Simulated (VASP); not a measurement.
# Ti4C5O in VASP: single point with r2SCAN

Aim: the single point of Ti4C5O with r2SCAN.

All numbers are computed with VASP 6.6.1; they aren't measurements. Logs are shortened: lines on timing, memory, paths and dates and some standing lists are left out, and cuts for length are marked.

## 1. The cell of the first run

The cell holds a slab with vacuum, 10 atoms: a = 3.060 Å, b = 3.060 Å, c = 26.642 Å, α = 90.00°, β = 90.00°, γ = 90.00°.

## 2. Single point, r2SCAN

POSCAR reads:

```
Ti4C5O
1.0
    3.0603581490      0.0000000000      0.0000000000
    0.0000000000      3.0603581490      0.0000000000
    0.0000000000      0.0000000000     26.6420000000
Ti C O
4 5 1
Direct
    0.5000000000      0.5000000000      0.3190451167
    0.0000000000      0.0000000000      0.4002702500
    0.5000000000      0.5000000000      0.4805901955
    0.0000000000      0.0000000000      0.5595101325
    0.0000000000      0.0000000000      0.3190451167
    0.5000000000      0.5000000000      0.4002702500
    0.0000000000      0.0000000000      0.4814949728
    0.5000000000      0.5000000000      0.5632788252
    0.0000000000      0.5000000000      0.7056377918
    0.0000000000      0.5000000000      0.7479362328
```

INCAR.step1 reads:

```
ALGO = Normal
DIPOL = 0.5 0.5 0.498
EDIFF = 1E-4
ENCUT = 520
GGA = PE
IDIPOL = 3
ISMEAR = 0
LASPH = True
LCHARG = False
LDIPOL = True
LREAL = False
LWAVE = True
NBANDS = 48
NELM = 100
PREC = Accurate
SIGMA = 0.1
```

INCAR.step2 reads:

```
ALGO = Normal
DIPOL = 0.5 0.5 0.498
EDIFF = 1E-6
ENCUT = 520
IDIPOL = 3
ISIF = 2
ISMEAR = 0
ISTART = 1
LASPH = True
LCHARG = False
LDIPOL = True
LMIXTAU = True
LREAL = False
LWAVE = False
METAGGA = R2SCAN
NBANDS = 48
NELM = 100
PREC = Accurate
SIGMA = 0.1
```

KPOINTS reads:

```
k-points
0
Gamma
  9 9 1
```

Potentials or basis: VASP PAW PBE potentials, release 64 (Ti_sv, C, O).

The run is started by

```
$ cat potpaw_PBE.64/Ti_sv/POTCAR potpaw_PBE.64/C/POTCAR potpaw_PBE.64/O/POTCAR > POTCAR
$ cp INCAR.step1 INCAR
$ mpirun -np 1 vasp_std > vasp.out
$ cp INCAR.step2 INCAR
$ mpirun -np 1 vasp_std > vasp.out
```

OUTCAR:

```text
EDIFF = 1E-6
   ENCUT = 520
   ISIF = 2
   ISMEAR = 0
   ISTART = 1
   LASPH = True
   LREAL = False
   METAGGA = R2SCAN
   NELM = 100
   PREC = Accurate

 ion  position               nearest neighbor table
   1  0.500  0.500  0.319-   5 2.16   5 2.16   5 2.16   5 2.16   6 2.16
   2  0.000  0.000  0.400-   7 2.16   6 2.16   6 2.16   6 2.16   6 2.16   5 2.16
   3  0.500  0.500  0.481-   6 2.14   7 2.16   7 2.16   7 2.16   7 2.16   8 2.20
   4  0.000  0.000  0.560-   7 2.08   8 2.17   8 2.17   8 2.17   8 2.17
   5  0.000  0.000  0.319-   1 2.16   1 2.16   1 2.16   1 2.16   2 2.16
   6  0.500  0.500  0.400-   3 2.14   2 2.16   2 2.16   2 2.16   2 2.16   1 2.16
   7  0.000  0.000  0.481-   4 2.08   2 2.16   3 2.16   3 2.16   3 2.16   3 2.16
   8  0.500  0.500  0.563-   4 2.17   4 2.17   4 2.17   4 2.17   3 2.20
   9  0.000  0.500  0.706-  10 1.13
  10  0.000  0.500  0.748-   9 1.13

  LATTYP: Found a simple tetragonal cell.
 ALAT       =     3.0603581490
 C/A-ratio  =     8.7055170352

  Lattice vectors:

 A1 = (   3.0603581490,   0.0000000000,   0.0000000000)
 A2 = (   0.0000000000,   3.0603581490,   0.0000000000)
 A3 = (   0.0000000000,   0.0000000000,  26.6420000000)

Analysis of symmetry for initial positions (statically):
=====================================================================
 Subroutine PRICEL returns:
 Original cell was already a primitive cell.

 Routine SETGRP: Setting up the symmetry group for a
 simple tetragonal supercell.

 Subroutine GETGRP returns: Found  4 space group operations
 (whereof  4 operations were pure point group operations)
 out of a pool of 16 trial point group operations.

The static configuration has the point symmetry C_2v.

Analysis of symmetry for dynamics (positions and initial velocities):
=====================================================================
 Subroutine PRICEL returns:
 Original cell was already a primitive cell.

 Routine SETGRP: Setting up the symmetry group for a
 simple tetragonal supercell.

 Subroutine GETGRP returns: Found  4 space group operations
 (whereof  4 operations were pure point group operations)
 out of a pool of 16 trial point group operations.

The dynamic configuration has the point symmetry C_2v.

 Subroutine INISYM returns: Found  4 space group operations
 (whereof  4 operations are pure point group operations),
 and found     1 'primitive' translations

----------------------------------------------------------------------------------------

                                     Primitive cell

  volume of cell :     249.5234

  direct lattice vectors                    reciprocal lattice vectors
     3.060358149  0.000000000  0.000000000     0.326759141  0.000000000  0.000000000
     0.000000000  3.060358149  0.000000000     0.000000000  0.326759141  0.000000000
     0.000000000  0.000000000 26.642000000     0.000000000  0.000000000  0.037534720

  length of vectors
     3.060358149  3.060358149 26.642000000     0.326759141  0.326759141  0.037534720

  position of ions in fractional coordinates (direct lattice)
     0.500000000  0.500000000  0.319045117
     0.000000000  0.000000000  0.400270250
     0.500000000  0.500000000  0.480590195
     0.000000000  0.000000000  0.559510133
     0.000000000  0.000000000  0.319045117
     0.500000000  0.500000000  0.400270250
     0.000000000  0.000000000  0.481494973
     0.500000000  0.500000000  0.563278825
     0.000000000  0.500000000  0.705637792
     0.000000000  0.500000000  0.747936233

  ion indices of the primitive-cell ions
   primitive index   ion index
                 1           1
                 2           2
                 3           3
                 4           4
                 5           5
                 6           6
                 7           7
                 8           8
                 9           9
                10          10

----------------------------------------------------------------------------------------

 KPOINTS: k-points

Automatic generation of k-mesh.
 Grid dimensions read from file:
 generate k-points for:    9    9    1

 Generating k-lattice:

  Cartesian coordinates                     Fractional coordinates (reciprocal lattice)
     0.036306571  0.000000000  0.000000000     0.111111111  0.000000000  0.000000000
     0.000000000  0.036306571  0.000000000     0.000000000  0.111111111  0.000000000
     0.000000000  0.000000000  0.037534720     0.000000000  0.000000000  1.000000000

  Length of vectors
     0.036306571  0.036306571  0.037534720

  Shift w.r.t. Gamma in fractional coordinates (k-lattice)
     0.000000000  0.000000000  0.000000000

 Subroutine IBZKPT returns following result:
 ===========================================

 Found     25 irreducible k-points:

 Following reciprocal coordinates:
            Coordinates               Weight
  0.000000  0.000000  0.000000      1.000000
  0.111111  0.000000  0.000000      2.000000
  0.000000  0.111111  0.000000      2.000000
  0.222222  0.000000  0.000000      2.000000
  0.000000  0.222222  0.000000      2.000000
  0.333333  0.000000  0.000000      2.000000
[... 16 lines left out ...]
  0.444444  0.333333  0.000000      4.000000
 -0.333333  0.444444  0.000000      4.000000
   k-points           NKPTS =     25   k-points in BZ     NKDIM =     25   number of bands    NBANDS=     48
   number of dos      NEDOS =    301   number of ions     NIONS =     10
   total plane-waves  NPLWV = 115200
   dimension x,y,z NGX =    24 NGY =   24 NGZ =  200
   dimension x,y,z NGXF=    48 NGYF=   48 NGZF=  400
   ions per type =               4   5   1
   NGX,Y,Z   is equivalent  to a cutoff of  13.04, 13.04, 12.48 a.u.
   NGXF,Y,Z  is equivalent  to a cutoff of  26.07, 26.07, 24.96 a.u.
 SYSTEM =  unknown system
   PREC   = accura    normal or accurate (medium, high low for compatibility)
   ISTART =      1    job   : 0-new  1-cont  2-samecut
   ICHARG =      0    charge: 1-file 2-atom 10-const
   ISPIN  =      1    spin polarized calculation?
   LNONCOLLINEAR =      F non collinear calculations
   LSORBIT =      F    spin-orbit coupling
   LASPH  =      T    aspherical Exc in radial PAW
   ENCUT  =  520.0 eV  38.22 Ry    6.18 a.u.   5.69  5.69 49.54*2*pi/ulx,y,z
   NELM   =    100;   NELMIN=  2; NELMDL=  0     # of ELM steps
   EDIFF  = 0.1E-05   stopping-criterion for ELM
   LREAL  =      F    real-space projection
   EDIFFG = 0.1E-04   stopping-criterion for IOM
   NSW    =      0    number of steps for IOM
   IBRION =     -1    ionic relax: 0-MD 1-quasi-New 2-CG
   NFREE  =      0    steps in history (QN), initial steepest desc. (CG)
   ISIF   =      2    stress and relaxation
   ISYM   =      2    0-nonsym 1-usesym 2-fastsym
   POTIM  = 0.5000    time-step for ionic-motion
   TEBEG  =    0.0;   TEEND  =   0.0 temperature during run
   PSTRESS=    0.0 pullay stress
   NELECT =      74.0000    total number of electrons
   NUPDOWN=      -1.0000    fix difference up-down
   EMIN   =  10.00;   EMAX   =-10.00  energy-range for DOS
   EFERMI =   0.00;   METHOD = LEGACY
   ISMEAR =     0;   SIGMA  =   0.10  broadening in eV -4-tet -1-fermi 0-gaus
   EFERMI_NEDOS =   21; number of points for ismear=-14 and -15
   IALGO  =     38    algorithm
   IMIX   =      4    mixing-type and parameters
     AMIX     =   0.40;   BMIX     =  1.00
     AMIX_MAG =   1.60;   BMIX_MAG =  1.00
  volume/ion in A,a.u.               =      24.95       168.39
  Fermi-wavevector in a.u.,A,eV,Ry     =   1.091729  2.063069 16.216414  1.191873
  Thomas-Fermi vector in A             =   2.227980
   LORBIT       =      0    0 simple, 1 ext, 2 COOP (PROOUT), +10 PAW based schemes
   METAGGA = R2SCAN    functional components
   LHFCALC =     F    Hartree Fock is set to
   AEXX    =    0.0000 exact exchange contribution
   IVDW    =     0    specifies the selected vdW correction
   LEPSILON=     F    determine dielectric tensor
   LRPA    =     F    only Hartree local field effects (RPA)
 non-spin polarized calculation
 Gauss-broadening in eV      SIGMA  =   0.10
  energy-cutoff  :      520.00
  volume of cell :      249.52
 maximum number of plane-waves:      6772
   NGX = 11   NGY = 11   NGZ = 99

 dipolmoment           0.000000      0.000000      0.000157 electrons x Angstroem

 number of electron      74.0000019 magnetization

 dipolmoment           0.000000      0.000000     -0.002989 electrons x Angstroem

 Free energy of the ion-electron system (eV)
  ---------------------------------------------------
  ext. energy  EPLUGINS =         0.00000000
  ---------------------------------------------------
  free energy    TOTEN  =      -113.68267905 eV

  energy without entropy =     -113.67915101  energy(sigma->0) =     -113.68091503

 E-fermi :   1.0033     XC(G=0):  -6.0984

 val. band max:        0.9972931430   @ k =   0.3333   0.3333   0.0000
 cond. band min:       1.1785033876   @ k =   0.0000   0.0000   0.0000
 fundamental gap:      0.1812102446
 Fermi energy:         1.0032941597

 k-point     1 :       0.0000    0.0000    0.0000
  band No.  band energies     occupation
      1     -58.0093      2.00000
      2     -57.9245      2.00000
      3     -57.8742      2.00000
      4     -57.7873      2.00000
      5     -33.4523      2.00000
      6     -33.3122      2.00000
[... 40 lines left out ...]
     47       3.5697      0.00000
     48       3.7963      0.00000

 k-point     2 :       0.1111    0.0000    0.0000
  band No.  band energies     occupation
      1     -58.0057      2.00000
      2     -57.9201      2.00000
      3     -57.8724      2.00000
      4     -57.7854      2.00000
      5     -33.4468      2.00000
      6     -33.3107      2.00000
[... 40 lines left out ...]
     47       3.8230      0.00000
     48       4.2510      0.00000

 k-point     3 :       0.0000    0.1111    0.0000
  band No.  band energies     occupation
      1     -58.0057      2.00000
      2     -57.9201      2.00000
      3     -57.8724      2.00000
      4     -57.7854      2.00000
      5     -33.4468      2.00000
      6     -33.3107      2.00000
[... 40 lines left out ...]
     47       3.8148      0.00000
     48       4.2640      0.00000

 k-point     4 :       0.2222    0.0000    0.0000
  band No.  band energies     occupation
      1     -57.9964      2.00000
      2     -57.9083      2.00000
      3     -57.8683      2.00000
      4     -57.7806      2.00000
      5     -33.4384      2.00000
      6     -33.3109      2.00000
[... 958 lines left out ...]
     47       4.5036      0.00000
     48       4.7274      0.00000

 k-point    23 :       0.4444    0.3333    0.0000
  band No.  band energies     occupation
      1     -57.9604      2.00000
      2     -57.8615      2.00000
      3     -57.8472      2.00000
      4     -57.7535      2.00000
      5     -33.3928      2.00000
      6     -33.3238      2.00000
[... 40 lines left out ...]
     47       4.5555      0.00000
     48       4.7752      0.00000

 k-point    24 :      -0.3333    0.4444    0.0000
  band No.  band energies     occupation
      1     -57.9604      2.00000
      2     -57.8615      2.00000
      3     -57.8472      2.00000
      4     -57.7535      2.00000
      5     -33.3928      2.00000
      6     -33.3239      2.00000
[... 40 lines left out ...]
     47       4.5549      0.00000
     48       4.7756      0.00000

 [... further k-points ...]

------------------------ aborting loop because EDIFF is reached ----------------------------------------

 vacuum level on the upper side and lower side of the slab       (xc-potential included)        -0.009         0.052

  FORCE on cell =-STRESS in cart. coord.  units (eV):
  Direction    XX          YY          ZZ          XY          YZ          ZX
  --------------------------------------------------------------------------------------
  -------------------------------------------------------------------------------------
  Total       -3.5167879     -3.6070976      0.4228737      0.0000000      0.0000000      0.0000000
  in kB      -22.5811171    -23.1609915      2.7152506      0.0000000      0.0000000      0.0000000
  external PRESSURE =     -14.3422860 kB  Pullay stress =       0.0000000 kB

 VOLUME and BASIS-vectors are now :
 -----------------------------------------------------------------------------
  energy-cutoff  :      520.00
  volume of cell :      249.52
      direct lattice vectors                 reciprocal lattice vectors
     3.060358149  0.000000000  0.000000000     0.326759141  0.000000000  0.000000000
     0.000000000  3.060358149  0.000000000     0.000000000  0.326759141  0.000000000
     0.000000000  0.000000000 26.642000000     0.000000000  0.000000000  0.037534720

 POSITION                                       TOTAL-FORCE (eV/Angst)
 -----------------------------------------------------------------------------------
      1.53018      1.53018      8.50000         0.000000      0.000000      1.348180
      0.00000      0.00000     10.66400         0.000000      0.000000      0.006117
      1.53018      1.53018     12.80388         0.000000      0.000000      0.010994
      0.00000      0.00000     14.90647         0.000000      0.000000      0.067437
      0.00000      0.00000      8.50000         0.000000      0.000000     -0.888318
      1.53018      1.53018     10.66400         0.000000      0.000000     -0.534401
      0.00000      0.00000     12.82799         0.000000      0.000000     -0.023916
      1.53018      1.53018     15.00687         0.000000      0.000000      0.018051
      0.00000      1.53018     18.79960         0.000000      0.000000     -1.055846
      0.00000      1.53018     19.92652         0.000000      0.000000      1.051702
 -----------------------------------------------------------------------------------
    total drift:                                0.000000      0.000000      0.012254

  FREE ENERGIE OF THE ION-ELECTRON SYSTEM (eV)
  ---------------------------------------------------
  free  energy   TOTEN  =      -113.6826790496 eV

  energy  without entropy=     -113.6791510073  energy(sigma->0) =     -113.68091503

 vacuum level on the upper side and lower side of the slab         5.055         5.114
```

Run time: 52 min. Hardware: 1 thread of Intel Xeon 8259CL, shared host; peak memory 0.54 GiB.

What came out:

```yaml
Free_energy: -113.6827 eV
Largest_force: 1.348 eV/Å
Band_gap_on_the_k_mesh: zero (bands 37 and 38 overlap by 0.60 eV)
```

Forces on the atoms (eV/Å):
```
Ti   0.000  0.000  1.348
Ti   0.000  0.000  0.006
Ti   0.000  0.000  0.011
Ti   0.000  0.000  0.067
C    0.000  0.000 -0.888
C    0.000  0.000 -0.534
C    0.000  0.000 -0.024
C    0.000  0.000  0.018
C    0.000  0.000 -1.056
O    0.000  0.000  1.052
```

Caveat: the PAW data sets were made with another functional, which shifts forces and pressure a little.
